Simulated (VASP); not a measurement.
Crystal: TiC.

```
Ti C
1.0
     0.00000    2.16641    2.16641
     2.16641    0.00000    2.16641
     2.16641    2.16641    0.00000
Ti C
1 1
Direct
  0.00000 0.00000 0.00000
  0.50000 0.50000 0.50000
```

| Item | Value |
| --- | --- |
| Program | VASP 6.6.1 |
| Task | relaxation of cell and atoms |
| Functional | LDA |
| Potentials or basis | VASP PAW LDA potentials, release 64 (Ti_sv, C) |
| Cutoff | 600 eV |
| k mesh | 16 × 16 × 16 |
| Occupations | gaussian, width 0.1 eV |
| Spin | no spin polarisation |

At the start: pressure -12.3 GPa; volume 10.17 Å³/atom.

Task: Where does the relaxation end?

Result: Over 4 steps the energy falls by 19.1 meV/atom and the volume is 9.69 Å³/atom (-4.7 %); space group Fm-3m (No. 225, to 0.05 Å).

The path:
| step | energy change (eV) | largest force (eV/Å) | pressure (GPa) | volume (Å³) |
| --- | --- | --- | --- | --- |
| 1 | 0.0000 | 0.0000 | -12.29 | 20.34 |
| 2 | 0.0406 | 0.0000 | 21.32 | 18.13 |
| 3 | -0.0382 | 0.0000 | -0.23 | 19.39 |
| 4 | -0.0382 | 0.0000 | -0.02 | 19.37 |

Final structure:
```xyz
2
Lattice="0.0000 2.1317 2.1317 2.1317 0.0000 2.1317 2.1317 2.1317 0.0000" Properties=species:S:1:pos:R:3 pbc="T T T"
Ti    2.1317    2.1317    4.2635
C     2.1317    2.1317    2.1317
```
